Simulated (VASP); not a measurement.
Crystal: SiC (Moissanite).

```
Si C
1.0
     3.07600    0.00000    0.00000
    -1.53800    2.66389    0.00000
     0.00000    0.00000    5.04800
Si C
2 2
Direct
  0.33333 0.66667 0.00000
  0.66667 0.33333 0.50000
  0.33333 0.66667 0.38500
  0.66667 0.33333 0.88500
```

Base run:

* Program: VASP 6.6.1
* Functional: r2SCAN
* Potentials or basis: VASP PAW PBE potentials, release 64 (Si, C)
* Cutoff: 520 eV
* k mesh: 6 × 6 × 4
* Occupations: gaussian, width 0.01 eV
* Spin: no spin polarisation

Its results: band gap on the k mesh 2.70 eV, indirect (least direct gap 4.59 eV); pressure 0.0 GPa; largest force 0.764 eV/Å.

Problem. The run is repeated on the same cell with these changes: k mesh from 6 × 6 × 4 to 8 × 8 × 4; further incar settings from ALGO = Normal; EDIFF = 1e-06; NBANDS = 16 to ALGO = Normal; EDIFF = 1e-07; NBANDS = 16. What comes out?

Solution. Band gap on the k mesh 2.96 eV, indirect (least direct gap 4.59 eV); pressure 0.0 GPa; largest force 0.770 eV/Å.

Caveats: the PAW data sets were made with another functional, which shifts forces and pressure a little.

A k mesh can miss the band edges.
